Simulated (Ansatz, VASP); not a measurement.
# SiC3: VASP beside Ansatz

```
CELL_PARAMETERS angstrom
2.67209 0.00000 0.00000
-1.33605 2.31410 0.00000
0.00000 0.00000 8.67445
ATOMIC_POSITIONS crystal
Si 0.33333 0.66667 0.50000
C 0.33333 0.66667 0.00000
C 0.66667 0.33333 0.25000
C 0.66667 0.33333 0.75000
```

Alike in both runs: task relaxation of cell and atoms; functional PBE; k mesh 6 × 6 × 2; occupations gaussian, width 0.1 eV; no spin polarisation.

|  | VASP | Ansatz |
| --- | --- | --- |
| version | VASP 6.6.1 | Ansatz 0.2.0 |
| potentials or method | VASP PAW PBE potentials, release 64 (Si, C_h), cutoff 910 eV | scalar-relativistic, plane waves, PAW |
| valence electrons in the cell | 16 | 16 |

|  | VASP | Ansatz | Ansatz less VASP |
| --- | --- | --- | --- |
| gap on the k mesh at the Fermi level, each at its own relaxed structure (eV) | none | none | - |
| relaxed volume (Å³/atom) | 7.56 | 9.00 | +1.439 |
| relaxed cell length with the largest relative difference (Å) | 4.696 | 6.564 | +1.8674 |

A gap of «none» marks a metal or a gap that the smearing closes. One of these differences is far larger than is usual between the two programs; its cause wasn't traced.

The k mesh is coarse, so the values compare programs but aren't converged. Noted on VASP's run: the cutoff is short for stress, so the pressure is rough; the volume moved by over 15 % at a fixed basis, so the end points are rough.
